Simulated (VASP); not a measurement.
# BP (F-43m) in VASP: a series of runs, part 2 of 2

VASP 6.6.1.

## Step 3: Single point, PBE (volume scaled by 1.10)

The input, INCAR:

```
SYSTEM = BP
  PREC = Accurate
  ENCUT = 520
  EDIFF = 1E-6
  ISMEAR = 0
  SIGMA = 0.02
  LREAL = .FALSE.
  LASPH = .TRUE.
  NELM = 60
  ALGO = Normal
  ISIF = 2
  LWAVE = .FALSE.
  LCHARG = .FALSE.
  GGA = PE
  NBANDS = 11
```

The input, KPOINTS:

```
regular mesh
0
G
  10 10 10
  0 0 0
```

The input, POSCAR:

```
BP
1.0
    0.0000000000      2.3475618095      2.3475618095
    2.3475618095      0.0000000000      2.3475618095
    2.3475618095      2.3475618095      0.0000000000
B P
1 1
Direct
    0.0000000000      0.0000000000      0.0000000000
    0.2500000000      0.2500000000      0.2500000000
```

Potentials or basis: VASP PAW PBE potentials, release 64 (B, P).

The run is started by

```sh
$ cat potpaw_PBE.64/B/POTCAR potpaw_PBE.64/P/POTCAR > POTCAR
$ mpirun -np 1 vasp_std > vasp.out
```

Run time: 26 s. Hardware: 1 thread of Intel Xeon 8259CL, shared host; peak memory 0.15 GiB.

The run converged. Its results:

* Free energy: -12.8274 eV
* Pressure: -13.0 GPa
* Band gap on the k mesh: 1.37 eV, indirect (least direct gap 3.27 eV)

Levels at points of the mesh, in eV from the valence-band top:
```csv
k point,band 1,band 2,band 3,band 4,band 5,band 6,band 7,band 8
"(0.00, 0.00, 0.00)",-14.58,0.00,0.00,0.00,3.27,3.27,3.27,5.87
"(0.50, 0.00, 0.00)",-11.63,-8.33,-1.63,-1.63,3.19,4.64,4.64,9.76
"(0.50, 0.50, 0.00)",-10.25,-8.07,-3.75,-3.75,1.52,1.76,11.19,11.19
```

Caveat: the cell differs from its parent crystal (volume scaled by 1.10). A k mesh can miss the band edges.

## Step 4: Relaxation of cell and atoms, PBE

This run uses another cell than the first one, of 11.68 Å³/atom, 0.937 times its volume.

The input, INCAR:

```
SYSTEM = BP
PREC = Accurate
ENCUT = 600
EDIFF = 1E-7
ISMEAR = 0
SIGMA = 0.02
LREAL = .FALSE.
LASPH = .TRUE.
NELM = 80
ALGO = Normal
ISIF = 3
LWAVE = .FALSE.
LCHARG = .FALSE.
GGA = PE
IBRION = 2
NSW = 100
EDIFFG = -0.005
```

The input, KPOINTS:

```
Automatic mesh
0
G
  10 10 10
  0 0 0
```

The input, POSCAR:

```
BP
1.0
    0.0000000000      2.2690000000      2.2690000000
    2.2690000000      0.0000000000      2.2690000000
    2.2690000000      2.2690000000      0.0000000000
B P
1 1
Direct
    0.0000000000      0.0000000000      0.0000000000
    0.2500000000      0.2500000000      0.2500000000
```

Potentials or basis: VASP PAW PBE potentials, release 64 (B, P).

The run is started by

```sh
$ cat potpaw_PBE.64/B/POTCAR potpaw_PBE.64/P/POTCAR > POTCAR
$ mpirun -np 1 vasp_std > vasp.out
```

OUTCAR:

```text
SYSTEM = BP
   PREC = Accurate
   ENCUT = 600
   EDIFF = 1E-7
   ISMEAR = 0
   LREAL = .FALSE.
   LASPH = .TRUE.
   NELM = 80
   ISIF = 3
   GGA = PE
   IBRION = 2
   NSW = 100
   EDIFFG = -0.005

 ion  position               nearest neighbor table
   1  0.000  0.000  0.000-   2 1.97   2 1.97   2 1.97   2 1.97
   2  0.250  0.250  0.250-   1 1.97   1 1.97   1 1.97   1 1.97

  LATTYP: Found a face centered cubic cell.
 ALAT       =     4.5380000000

  Lattice vectors:

 A1 = (   0.0000000000,   2.2690000000,   2.2690000000)
 A2 = (   2.2690000000,   0.0000000000,   2.2690000000)
 A3 = (   2.2690000000,   2.2690000000,   0.0000000000)

Analysis of symmetry for initial positions (statically):
[... 258 lines left out ...]

 val. band max:        7.3680309725   @ k =   0.0000   0.0000   0.0000
 cond. band min:       8.6148274136   @ k =   0.4000   0.4000   0.0000
 fundamental gap:      1.2467964411
 Fermi energy:         7.5156396561

 k-point     1 :       0.0000    0.0000    0.0000
  band No.  band energies     occupation
      1      -8.0434      2.00000
      2       7.3680      2.00000
      3       7.3680      2.00000
      4       7.3680      2.00000
      5      10.7608      0.00000
      6      10.7608      0.00000
      7      10.7608      0.00000
      8      14.6598      0.00000
[... 243 lines left out ...]
 k-point    24 :       0.4000    0.3000    0.0000
  band No.  band energies     occupation
      1      -5.1183      2.00000
      2       1.2199      2.00000
      3       3.3400      2.00000
      4       3.8698      2.00000
      5       9.1839      0.00000
      6      10.9928      0.00000
      7      16.8073      0.00000
      8      16.8211      0.00000

 [... further k-points ...]

------------------------ aborting loop because EDIFF is reached ----------------------------------------

  FORCE on cell =-STRESS in cart. coord.  units (eV):
  Direction    XX          YY          ZZ          XY          YZ          ZX
  --------------------------------------------------------------------------------------
  -------------------------------------------------------------------------------------
  Total        0.0011774      0.0011774      0.0011774      0.0000000      0.0000000      0.0000000
  in kB        0.0803040      0.0803040      0.0803040      0.0000000      0.0000000      0.0000000
  external PRESSURE =       0.0803040 kB  Pullay stress =       0.0000000 kB
[... 17 lines left out ...]
  FREE ENERGIE OF THE ION-ELECTRON SYSTEM (eV)
  ---------------------------------------------------
  free  energy   TOTEN  =       -12.9324371477 eV

  energy  without entropy=      -12.9324371477  energy(sigma->0) =      -12.93243715

 reached required accuracy - stopping structural energy minimisation
```

CONTCAR:

```text
BP
   1.00000000000000
     0.0000000000000000    2.2731268603352968    2.2731268603352968
     2.2731268603352968   -0.0000000000000000    2.2731268603352968
     2.2731268603352968    2.2731268603352968   -0.0000000000000000
  B               P
     1     1
Direct
     0.0000000000000000    0.0000000000000000    0.0000000000000000
     0.2500000000000000    0.2500000000000000    0.2500000000000000

  0.00000000E+00  0.00000000E+00  0.00000000E+00
  0.00000000E+00  0.00000000E+00  0.00000000E+00
```

Wall time 63 s (1 thread of AMD EPYC 7R13, shared host); peak memory 0.12 GiB.

What came out:

- Free energy: -12.9324 eV
- Relaxed volume: 11.75 Å³/atom
- Relaxed cell: a = 3.215 Å, b = 3.215 Å, c = 3.215 Å, α = 60.00°, β = 60.00°, γ = 60.00°
- Space group after relaxing (to 0.05 Å): F-43m (No. 216)
- Energy gained by relaxing: 0.2 meV/atom
- Ionic steps: 3
- Pressure after relaxing: 0.0 GPa
- Band gap on the k mesh: 1.25 eV, indirect (least direct gap 3.39 eV)

The path:
```
step  energy change (eV)  largest force (eV/Å)  pressure (GPa)  volume (Å³)
   1              0.0000                0.0000            0.90        23.36
   2             -0.0002                0.0000           -0.64        23.59
   3             -0.0004                0.0000            0.01        23.49
```

Final structure:
```
CELL_PARAMETERS angstrom
0.00000 2.27313 2.27313
2.27313 0.00000 2.27313
2.27313 2.27313 0.00000
ATOMIC_POSITIONS crystal
B 0.00000 0.00000 0.00000
P 0.25000 0.25000 0.25000
```

A k mesh can miss the band edges. PBE usually gives volumes a little too large and moduli too small.

## Step 5: Single point, PBE

This run uses another cell than the first one, of 11.76 Å³/atom, 0.943 times its volume.

The input, INCAR:

```
PREC     = Accurate       # precision mode
ENCUT    = 500            # plane-wave cutoff, eV
EDIFF    = 1E-6           # SCF threshold, eV
ISMEAR   = 0              # smearing method
SIGMA    = 0.01           # smearing width, eV
LREAL    = F              # projectors in reciprocal space
LASPH    = T              # aspherical terms in the spheres
NELM     = 120            # most SCF steps
ALGO     = Normal         # electronic algorithm
ISIF     = 2              # what is computed and relaxed
LWAVE    = F              # write WAVECAR
LCHARG   = T              # write CHGCAR
GGA      = PE             # functional
LELF     = T              # ELF
LVHAR    = T            
NBANDS   = 11             # bands
GGA_COMPAT= F
```

The input, KPOINTS:

```
Automatic mesh
0
Gamma
  10 10 10
```

The input, POSCAR:

```
BP
1.0
    0.0000000000      2.2741906454      2.2741906454
    2.2741906454      0.0000000000      2.2741906454
    2.2741906454      2.2741906454      0.0000000000
B P
1 1
Direct
    0.0000000000      0.0000000000      0.0000000000
    0.2500000000      0.2500000000      0.2500000000
```

The run is started by

```sh
$ cat potpaw_PBE.64/B/POTCAR potpaw_PBE.64/P/POTCAR > POTCAR
$ mpirun -np 1 vasp_std > vasp.out
```

It took 4.2 s on 1 thread of Intel Xeon 6975P-C (Granite Rapids), shared host; peak memory 0.13 GiB.

Results (log left out):

| Item | Value |
| --- | --- |
| Free energy | -12.9306 eV |
| Pressure | -0.2 GPa |
| Band gap on the k mesh | 1.25 eV, indirect (least direct gap 3.39 eV) |

Levels at points of the mesh, in eV from the valence-band top:
| k point | band 2 | band 3 | band 4 | band 5 | band 6 | band 7 |
| --- | --- | --- | --- | --- | --- | --- |
| (0.00, 0.00, 0.00) | 0.00 | 0.00 | 0.00 | 3.39 | 3.39 | 3.39 |
| (0.50, 0.00, 0.00) | -8.98 | -1.75 | -1.75 | 3.74 | 4.71 | 4.71 |
| (0.50, 0.50, 0.00) | -8.55 | -4.09 | -4.09 | 1.35 | 1.67 | 12.06 |

A k mesh can miss the band edges. Expect the measured gap to be larger: semilocal functionals such as PBE lack the derivative discontinuity.

## Step 6: Overview

```tsv
task	cell	cutoff (eV)	smearing	gap on the mesh (eV)	pressure (GPa)
single point	a = 3.279 Å, angles 60.0°, 2 atoms	520	gaussian 0.02 eV	1.33	-8.6
single point	a = 3.320 Å, angles 60.0°, 2 atoms	520	gaussian 0.02 eV	1.37	-13.0
relaxation of cell and atoms	relaxed from a = 3.209 Å, angles 60.0°, 2 atoms	600	gaussian 0.02 eV	1.25	0.0
single point	a = 3.216 Å, angles 60.0°, 2 atoms	500	gaussian 0.01 eV	1.25	-0.2
```

Alike in all rows: level PBE; potentials or basis VASP PAW PBE potentials, release 64 (B, P); no spin polarisation; k mesh 10 × 10 × 10.

Absolute energies hang on the potentials; compare differences alone.
